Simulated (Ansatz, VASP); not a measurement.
One calculation of BP, two programs

```xyz
2
Lattice="2.7331 0.0000 0.0000 0.0000 2.7331 0.0000 0.0000 0.0000 2.7331" Properties=species:S:1:pos:R:3 pbc="T T T"
B     1.3666    1.3666    1.3666
P     0.0000    0.0000    0.0000
```

Change from the starting cell: species swapped into the HfTc type (Pm-3m, No. 221).

Alike in both runs: functional PBE; k mesh 6 × 6 × 6; occupations gaussian, width 0.1 eV; no spin polarisation.

Ansatz relaxed the structure, and its values are those at the end. VASP's run is a single point on that final structure, the one shown.

|  | VASP | Ansatz |
| --- | --- | --- |
| version | VASP 6.6.1 | Ansatz 0.2.0 |
| potentials or method | VASP PAW PBE potentials, release 64 (B, P), cutoff 520 eV | scalar-relativistic, plane waves, PAW |
| valence electrons in the cell | 8 | 8 |

VASP gave:

* gap on the k mesh at the Fermi level (eV): none
* pressure (GPa): -0.2

**Question.** What did Ansatz give for the same quantities?

**Answer.** gap on the k mesh at the Fermi level (eV): none; pressure (GPa): 0.0.

A gap of «none» marks a metal or a gap that the smearing closes. With one functional, cell and mesh, what is left measures potentials, basis and numerics.

The k mesh is coarse, so the values compare programs but aren't converged.
